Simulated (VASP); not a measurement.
# CoSi2 (Fm-3m) in VASP: further runs

The runs below take CoSi2 through relaxation of cell and atoms, with PBEsol.

Program: VASP 6.6.1. These are calculated values, not measurements. Logs are shortened: lines on timing, memory, paths and dates and some standing lists are left out, and cuts for length are marked.

**1. The cell of the first run**

Symmetry: Fm-3m, No. 225, cubic system. Conventional cell: a = 4.879 Å, b = 4.879 Å, c = 4.879 Å, α = 90.00°, β = 90.00°, γ = 90.00°. Within 2.8 Å of Co (site symmetry m-3m) lie 8 Si at 2.11 Å. Si (site symmetry -43m) has 4 Co at 2.11 Å and 6 Si at 2.44 Å within 2.8 Å.

**2. Relaxation of cell and atoms, PBEsol, target pressure 90 GPa, at which the enthalpy is minimised**

INCAR reads:

```
ALGO     = Normal         # electronic algorithm
EDIFF    = 1E-6           # SCF threshold, eV
EDIFFG   = -0.008         # ionic threshold
ENCUT    = 600            # plane-wave cutoff, eV
GGA      = PS             # functional
IBRION   = 2              # ionic algorithm
ISIF     = 3              # what is computed and relaxed
ISMEAR   = 0              # smearing method
LASPH    = True           # aspherical terms in the spheres
LCHARG   = False          # write CHGCAR
LREAL    = False          # projectors in reciprocal space
LWAVE    = False          # write WAVECAR
NELM     = 100            # most SCF steps
NSW      = 70             # ionic steps
PREC     = Accurate       # precision mode
PSTRESS  = 900.0        
SIGMA    = 0.1            # smearing width, eV
```

KPOINTS reads:

```
k-points
0
Gamma
  14 14 14
```

POSCAR reads:

```
CoSi2
1.0
    0.0000000000      2.4395595678      2.4395595678
    2.4395595678      0.0000000000      2.4395595678
    2.4395595678      2.4395595678      0.0000000000
Co Si
1 2
Direct
    0.0000000000      0.0000000000      0.0000000000
    0.2500000000      0.2500000000      0.2500000000
    0.7500000000      0.7500000000      0.7500000000
```

Potentials or basis: VASP PAW PBE potentials, release 64 (Co, Si).

Started as:

```sh
cat potpaw_PBE.64/Co/POTCAR potpaw_PBE.64/Si/POTCAR > POTCAR
mpirun -np 1 vasp_std > vasp.out
```

OUTCAR:

```text
EDIFF = 1E-6
   EDIFFG = -0.008
   ENCUT = 600
   GGA = PS
   IBRION = 2
   ISIF = 3
   ISMEAR = 0
   LASPH = True
   LREAL = False
   NELM = 100
   NSW = 70
   PREC = Accurate
   PSTRESS = 900.0

 ion  position               nearest neighbor table
   1  0.000  0.000  0.000-   3 2.11   3 2.11   3 2.11   2 2.11   3 2.11   2 2.11   2 2.11   2 2.11

   2  0.250  0.250  0.250-   1 2.11   1 2.11   1 2.11   1 2.11   3 2.44   3 2.44   3 2.44   3 2.44
                             3 2.44   3 2.44
   3  0.750  0.750  0.750-   1 2.11   1 2.11   1 2.11   1 2.11   2 2.44   2 2.44   2 2.44   2 2.44
                             2 2.44   2 2.44

  LATTYP: Found a face centered cubic cell.
 ALAT       =     4.8791191356

  Lattice vectors:

 A1 = (   0.0000000000,   2.4395595678,   2.4395595678)
 A2 = (   2.4395595678,   0.0000000000,   2.4395595678)
 A3 = (   2.4395595678,   2.4395595678,   0.0000000000)

Analysis of symmetry for initial positions (statically):
=====================================================================
 Subroutine PRICEL returns:
 Original cell was already a primitive cell.

 Routine SETGRP: Setting up the symmetry group for a
 face centered cubic supercell.

 Subroutine GETGRP returns: Found 48 space group operations
 (whereof 48 operations were pure point group operations)
 out of a pool of 48 trial point group operations.

The static configuration has the point symmetry O_h .

Analysis of symmetry for dynamics (positions and initial velocities):
=====================================================================
 Subroutine PRICEL returns:
 Original cell was already a primitive cell.

 Routine SETGRP: Setting up the symmetry group for a
 face centered cubic supercell.

 Subroutine GETGRP returns: Found 48 space group operations
 (whereof 48 operations were pure point group operations)
 out of a pool of 48 trial point group operations.

The dynamic configuration has the point symmetry O_h .

 Subroutine INISYM returns: Found 48 space group operations
 (whereof 48 operations are pure point group operations),
 and found     1 'primitive' translations

----------------------------------------------------------------------------------------

                                     Primitive cell

  volume of cell :      29.0378

  direct lattice vectors                    reciprocal lattice vectors
     0.000000000  2.439559568  2.439559568    -0.204955028  0.204955028  0.204955028
     2.439559568  0.000000000  2.439559568     0.204955028 -0.204955028  0.204955028
     2.439559568  2.439559568  0.000000000     0.204955028  0.204955028 -0.204955028

  length of vectors
     3.450058227  3.450058227  3.450058227     0.354992522  0.354992522  0.354992522

  position of ions in fractional coordinates (direct lattice)
     0.000000000  0.000000000  0.000000000
     0.250000000  0.250000000  0.250000000
     0.750000000  0.750000000  0.750000000

  ion indices of the primitive-cell ions
   primitive index   ion index
                 1           1
                 2           2
                 3           3

----------------------------------------------------------------------------------------

 KPOINTS: k-points

Automatic generation of k-mesh.
 Grid dimensions read from file:
 generate k-points for:   14   14   14

 Generating k-lattice:

  Cartesian coordinates                     Fractional coordinates (reciprocal lattice)
    -0.014639645  0.014639645  0.014639645     0.071428571  0.000000000  0.000000000
     0.014639645 -0.014639645  0.014639645     0.000000000  0.071428571  0.000000000
     0.014639645  0.014639645 -0.014639645     0.000000000  0.000000000  0.071428571

  Length of vectors
     0.025356609  0.025356609  0.025356609

  Shift w.r.t. Gamma in fractional coordinates (k-lattice)
     0.000000000  0.000000000  0.000000000

 Subroutine IBZKPT returns following result:
 ===========================================

 Found    104 irreducible k-points:

 Following reciprocal coordinates:
            Coordinates               Weight
  0.000000  0.000000  0.000000      1.000000
  0.071429  0.000000  0.000000      8.000000
  0.142857  0.000000  0.000000      8.000000
  0.214286  0.000000  0.000000      8.000000
  0.285714  0.000000  0.000000      8.000000
  0.357143  0.000000  0.000000      8.000000
[... 16 lines left out ...]
  0.214286  0.142857  0.000000     24.000000
  0.285714  0.142857  0.000000     24.000000
 [... further k-points ...]
   k-points           NKPTS =    104   k-points in BZ     NKDIM =    104   number of bands    NBANDS=     12
   number of dos      NEDOS =    301   number of ions     NIONS =      3
   total plane-waves  NPLWV =  21952
   dimension x,y,z NGX =    28 NGY =   28 NGZ =   28
   dimension x,y,z NGXF=    56 NGYF=   56 NGZF=   56
   ions per type =               1   2
   NGX,Y,Z   is equivalent  to a cutoff of  13.49, 13.49, 13.49 a.u.
   NGXF,Y,Z  is equivalent  to a cutoff of  26.98, 26.98, 26.98 a.u.
 SYSTEM =  unknown system
   PREC   = accura    normal or accurate (medium, high low for compatibility)
   ISTART =      0    job   : 0-new  1-cont  2-samecut
   ICHARG =      2    charge: 1-file 2-atom 10-const
   ISPIN  =      1    spin polarized calculation?
   LNONCOLLINEAR =      F non collinear calculations
   LSORBIT =      F    spin-orbit coupling
   LASPH  =      T    aspherical Exc in radial PAW
   ENCUT  =  600.0 eV  44.10 Ry    6.64 a.u.   6.89  6.89  6.89*2*pi/ulx,y,z
   NELM   =    100;   NELMIN=  2; NELMDL= -5     # of ELM steps
   EDIFF  = 0.1E-05   stopping-criterion for ELM
   LREAL  =      F    real-space projection
   EDIFFG = -.8E-02   stopping-criterion for IOM
   NSW    =     70    number of steps for IOM
   IBRION =      2    ionic relax: 0-MD 1-quasi-New 2-CG
   NFREE  =      1    steps in history (QN), initial steepest desc. (CG)
   ISIF   =      3    stress and relaxation
   ISYM   =      2    0-nonsym 1-usesym 2-fastsym
   POTIM  = 0.5000    time-step for ionic-motion
   TEBEG  =    0.0;   TEEND  =   0.0 temperature during run
   PSTRESS=  900.0 pullay stress
   NELECT =      17.0000    total number of electrons
   NUPDOWN=      -1.0000    fix difference up-down
   EMIN   =  10.00;   EMAX   =-10.00  energy-range for DOS
   EFERMI =   0.00;   METHOD = LEGACY
   ISMEAR =     0;   SIGMA  =   0.10  broadening in eV -4-tet -1-fermi 0-gaus
   EFERMI_NEDOS =   21; number of points for ismear=-14 and -15
   IALGO  =     38    algorithm
   IMIX   =      4    mixing-type and parameters
     AMIX     =   0.40;   BMIX     =  1.00
     AMIX_MAG =   1.60;   BMIX_MAG =  1.00
  volume/ion in A,a.u.               =       9.68        65.32
  Fermi-wavevector in a.u.,A,eV,Ry     =   1.369524  2.588025 25.519040  1.875597
  Thomas-Fermi vector in A             =   2.495392
   LORBIT       =      0    0 simple, 1 ext, 2 COOP (PROOUT), +10 PAW based schemes
   GGA     = PS    functional components
   LHFCALC =     F    Hartree Fock is set to
   AEXX    =    0.0000 exact exchange contribution
   IVDW    =     0    specifies the selected vdW correction
   LEPSILON=     F    determine dielectric tensor
   LRPA    =     F    only Hartree local field effects (RPA)
 conjugate gradient relaxation of ions
 non-spin polarized calculation
 Gauss-broadening in eV      SIGMA  =   0.10
  energy-cutoff  :      600.00
  volume of cell :       29.04
 maximum number of plane-waves:       984
   NGX = 13   NGY = 13   NGZ = 13

--------------------------------------- Ionic step        1  -------------------------------------------

 number of electron      16.9999996 magnetization

 Free energy of the ion-electron system (eV)
  ---------------------------------------------------
  ext. energy  EPLUGINS =         0.00000000
  ---------------------------------------------------
  free energy    TOTEN  =       -19.14890719 eV

  energy without entropy =      -19.14448277  energy(sigma->0) =      -19.14669498

------------------------ aborting loop because EDIFF is reached ----------------------------------------

  FORCE on cell =-STRESS in cart. coord.  units (eV):
  Direction    XX          YY          ZZ          XY          YZ          ZX
  --------------------------------------------------------------------------------------
  -------------------------------------------------------------------------------------
  Total       15.7820518     15.7820518     15.7820518     -0.0000000     -0.0000000     -0.0000000
  in kB      870.7826579    870.7826579    870.7826579     -0.0000000     -0.0000000     -0.0000000
  external PRESSURE =     -29.2173421 kB  Pullay stress =     900.0000000 kB
[... 63 lines left out ...]
  enthalpy is  TOTEN    =        -2.8186555886 eV   P V=       15.8984264114

--------------------------------------- Ionic step        3  -------------------------------------------

 number of electron      16.9999997 magnetization

 Free energy of the ion-electron system (eV)
  ---------------------------------------------------
  ext. energy  EPLUGINS =         0.00000000
  ---------------------------------------------------
  free energy    TOTEN  =       -19.06256319 eV

  energy without entropy =      -19.05816894  energy(sigma->0) =      -19.06036607

 E-fermi :  14.3745     XC(G=0): -13.2171

 val. band max:       14.3557280769   @ k =   0.2143   0.1429   0.0000
 cond. band min:      14.3845930605   @ k =   0.2857   0.1429   0.0000
 fundamental gap:      0.0288649836
 Fermi energy:        14.3745366103

 k-point     1 :       0.0000    0.0000    0.0000
  band No.  band energies     occupation
      1      -1.1797      2.00000
      2       8.7850      2.00000
      3       8.7850      2.00000
      4       8.7850      2.00000
      5      11.2492      2.00000
      6      11.2492      2.00000
      7      17.7385      0.00000
      8      17.7385      0.00000
      9      17.7385      0.00000
     10      18.4278      0.00000
     11      19.0898      0.00000
     12      19.0898      0.00000
[... 331 lines left out ...]
 k-point    24 :       0.2857    0.1429    0.0000
  band No.  band energies     occupation
      1       0.2091      2.00000
      2       7.3278      2.00000
      3       9.0273      2.00000
      4       9.0555      2.00000
      5      10.2865      2.00000
      6      11.5519      2.00000
      7      13.0697      2.00000
      8      14.3846      0.88691
      9      15.5203      0.00000
     10      17.6645      0.00000
     11      19.0417      0.00000
     12      20.8355      0.00000

 [... further k-points ...]

------------------------ aborting loop because EDIFF is reached ----------------------------------------

  FORCE on cell =-STRESS in cart. coord.  units (eV):
  Direction    XX          YY          ZZ          XY          YZ          ZX
  --------------------------------------------------------------------------------------
  -------------------------------------------------------------------------------------
  Total       16.2078231     16.2078231     16.2078231     -0.0000000     -0.0000000      0.0000000
  in kB      899.1112482    899.1112482    899.1112482     -0.0000000     -0.0000000      0.0000000
  external PRESSURE =      -0.8887518 kB  Pullay stress =     900.0000000 kB
[... 18 lines left out ...]
  FREE ENERGIE OF THE ION-ELECTRON SYSTEM (eV)
  ---------------------------------------------------
  free  energy   TOTEN  =       -19.0625631897 eV

  energy  without entropy=      -19.0581689413  energy(sigma->0) =      -19.06036607

  enthalpy is  TOTEN    =        -2.8387190193 eV   P V=       16.2238441704

 reached required accuracy - stopping structural energy minimisation
```

Wall time 63 s (1 thread of Intel Xeon Platinum 8488C (Sapphire Rapids), shared host); peak memory 0.19 GiB.

Results:

```
Free energy                                                : -19.0626 eV
Relaxed volume                                             : 9.63 Å³/atom
Relaxed cell                                               : a = 3.444 Å, b = 3.444 Å, c = 3.444 Å, α = 60.00°, β = 60.00°, γ = 60.00°
Space group after relaxing (to 0.1 Å)                      : Fm-3m (No. 225)
Energy change on relaxing (the run minimises the enthalpy) : +28.8 meV/atom
Ionic steps                                                : 3
Pressure after relaxing                                    : 89.9 GPa
Band gap on the k mesh                                     : zero (an odd number of electrons rules out a gap without spin polarisation)
```

The path:
```tsv
step	energy change (eV)	largest force (eV/Å)	pressure (GPa)	volume (Å³)
1	0.0000	0.0000	87.08	29.04
2	0.4318	0.0000	101.31	28.30
3	0.0863	0.0000	89.91	28.88
```

Final structure:
```yaml
crystal:
  lattice:
    - [0.00000, 2.43518, 2.43518]
    - [2.43518, 0.00000, 2.43518]
    - [2.43518, 2.43518, 0.00000]
  atoms:
    - { symbol: Co, position: [0.00000, 0.00000, 0.00000] }
    - { symbol: Si, position: [0.25000, 0.25000, 0.25000] }
    - { symbol: Si, position: [0.75000, 0.75000, 0.75000] }
```

Caveat: the cell is relaxed towards a set pressure, so the run minimises the enthalpy, not the energy; the PAW data sets were made with another functional, which shifts forces and pressure a little; the run has no spin polarisation, though such a crystal can be magnetic. Spin polarisation is off, so any magnetic state and its effect on volume and gap are missing.

**3. Relaxation of cell and atoms, PBEsol, target pressure 50 GPa, at which the enthalpy is minimised**

This run uses another cell than the first one, of 10.43 Å³/atom.

INCAR reads:

```
ALGO = Normal ; EDIFF = 1E-6
EDIFFG = -0.008 ; ENCUT = 600
GGA = PS ; IBRION = 2
ISIF = 3 ; ISMEAR = 0
LASPH = True ; LCHARG = False
LREAL = False ; LWAVE = False
NELM = 60 ; NSW = 70
PREC = Accurate ; PSTRESS = 500.0
SIGMA = 0.1
```

KPOINTS is that of step 2.

POSCAR reads:

```
CoSi2
1.0
    0.0000000000      2.5013093731      2.5013093731
    2.5013093731      0.0000000000      2.5013093731
    2.5013093731      2.5013093731      0.0000000000
Co Si
1 2
Direct
    0.0000000000      0.0000000000      0.0000000000
    0.2500000000      0.2500000000      0.2500000000
    0.7500000000      0.7500000000      0.7500000000
```

Potentials or basis: VASP PAW PBE potentials, release 64 (Co, Si).

Started as:

```sh
cat potpaw_PBE.64/Co/POTCAR potpaw_PBE.64/Si/POTCAR > POTCAR
mpirun -np 1 vasp_std > vasp.out
```

Run time: 65 s. Hardware: 1 thread of Intel Xeon Platinum 8488C (Sapphire Rapids), shared host; peak memory 0.2 GiB.

The run converged. Its results:

| Quantity | Value |
| --- | --- |
| Free energy | -20.1825 eV |
| Relaxed volume | 10.50 Å³/atom |
| Relaxed cell | a = 3.545 Å, b = 3.545 Å, c = 3.545 Å, α = 60.00°, β = 60.00°, γ = 60.00° |
| Space group after relaxing (to 0.1 Å) | Fm-3m (No. 225) |
| Energy change on relaxing (the run minimises the enthalpy) | -20.7 meV/atom |
| Ionic steps | 3 |
| Pressure after relaxing | 50.0 GPa |
| Band gap on the k mesh | zero (an odd number of electrons rules out a gap without spin polarisation) |

Step by step:
| step | energy change (eV) | largest force (eV/Å) | pressure (GPa) | volume (Å³) |
| --- | --- | --- | --- | --- |
| 1 | 0.0000 | 0.0000 | 52.36 | 31.30 |
| 2 | -0.2102 | 0.0000 | 43.70 | 32.00 |
| 3 | -0.0620 | 0.0000 | 49.98 | 31.49 |

Final structure:
```
Co Si
1.0
     0.00000    2.50647    2.50647
     2.50647    0.00000    2.50647
     2.50647    2.50647    0.00000
Co Si
1 2
Direct
  0.00000 0.00000 0.00000
  0.25000 0.25000 0.25000
  0.75000 0.75000 0.75000
```

Levels at points of the mesh, in eV from the Fermi level:
```csv
k point,band 5,band 6,band 7,band 8,band 9,band 10,band 11,band 12
"(0.00, 0.00, 0.00)",-2.70,-2.70,2.95,3.40,3.40,3.40,4.28,4.28
"(0.50, 0.00, 0.00)",-2.74,-2.29,-2.29,-0.56,-0.56,3.26,4.04,4.04
"(0.50, 0.50, 0.00)",-4.25,-2.62,-2.62,-2.58,-1.88,2.49,2.96,8.75
```

Caveat: the cell is relaxed towards a set pressure, so the run minimises the enthalpy, not the energy; the PAW data sets were made with another functional, which shifts forces and pressure a little; the run has no spin polarisation, though such a crystal can be magnetic.
